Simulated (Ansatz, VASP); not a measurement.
**Mg2CdN2: VASP beside Ansatz**

```xyz
5
Lattice="3.5529 0.0000 0.0000 -1.7764 3.0769 0.0000 0.0000 0.0000 5.9838" Properties=species:S:1:pos:R:3 pbc="T T T"
Mg    1.7764    1.0256    0.9182
Mg    0.0000    2.0513    5.0657
Cd    0.0000    0.0000    2.9919
N     1.7764    1.0256    4.6209
N     0.0000    2.0513    1.3629
```

Alike in both runs: task single point; functional RPBE; k mesh 6 × 6 × 4; no spin polarisation.

|  | VASP | Ansatz |
| --- | --- | --- |
| version | VASP 6.6.1 | Ansatz 0.2.0 |
| potentials or method | VASP PAW PBE potentials, release 64 (Mg, Cd, N), cutoff 520 eV | plane waves, PAW |
| occupations | gaussian, width 0.01 eV | fixed |
| valence electrons in the cell | 26 | 50 |

VASP gave:

| Quantity | Value |
| --- | --- |
| gap on the k mesh at the Fermi level (eV) | 0.38 |

Task: Estimate Ansatz's values.

Result: gap on the k mesh at the Fermi level (eV): 0.40.

VASP's potentials were made for PBE, not for RPBE. VASP's potentials hold 26 valence electrons a cell and Ansatz's 50, so a difference there can come from the potentials and not from the codes.
